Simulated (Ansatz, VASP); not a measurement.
## BiTe: VASP beside Ansatz

Contents of INCAR:

```
SYSTEM = BiTe
PREC = Accurate
ENCUT = 520
EDIFF = 1E-6
ISMEAR = 0
SIGMA = 0.15
LREAL = .False.
LASPH = .True.
NELM = 100
ALGO = Normal
ISIF = 2
LWAVE = .False.
LCHARG = .True.
GGA = PE
LELF = .True.
LVHAR = .True.
NBANDS = 18
```

File KPOINTS:

```
regular mesh
0
Gamma
  12 12 12
  0 0 0
```

File POSCAR:

```
BiTe
1.0
    2.3863671562      1.3777697200      3.2177731959
   -2.3863671562      1.3777697200      3.2177731959
    0.0000000000     -2.7555394400      3.2177731959
Bi Te
1 1
Direct
    0.5000000000      0.5000000000      0.5000000000
    0.0000000000      0.0000000000      0.0000000000
```

Input for Ansatz:

```yaml
crystal:
  lattice:
    - [2.3863671562, 1.37776972, 3.2177731959]
    - [-2.3863671562, 1.37776972, 3.2177731959]
    - [0.0, -2.75553944, 3.2177731959]
  atoms:
    - { symbol: Bi, position: [0.5, 0.5, 0.5] }
    - { symbol: Te, position: [0.0, 0.0, 0.0] }
basis:
  ecutwfc: 420
kpoints:
  mp_grid: { grid: [12, 12, 12] }
hamiltonian:
  xc: pbe
scf:
  occupations: { method: gaussian, width: 0.15 }
output:
  forces: true
  stress: true
  eigenvalues: true
```

Change from the starting cell: strain -0.015 along x and y, -0.030 along z, atoms carried along.

Alike in both runs: task single point; functional PBE; k mesh 12 × 12 × 12; occupations gaussian, width 0.15 eV; no spin polarisation.

|  | VASP | Ansatz |
| --- | --- | --- |
| version | VASP 6.6.1 | Ansatz 0.2.0 |
| potentials or method | VASP PAW PBE potentials, release 64 (Bi_d, Te), cutoff 520 eV | scalar-relativistic, plane waves, PAW |
| valence electrons in the cell | 21 | 31 |

|  | VASP | Ansatz | Ansatz less VASP |
| --- | --- | --- | --- |
| gap on the k mesh at the Fermi level (eV) | none | none | - |
| pressure (GPa) | 3.1 | 3.1 | +0.05 |
| traceless stress, the component that is largest in VASP (GPa) | -0.46 | -0.46 | -0.001 |

A gap of «none» marks a metal or a gap that the smearing closes. The functional is the same, so the differences come from potentials, cutoffs and numerics. VASP's potentials hold 21 valence electrons a cell and Ansatz's 31, so a difference there can come from the potentials and not from the codes.

Spin-orbit coupling is off throughout.
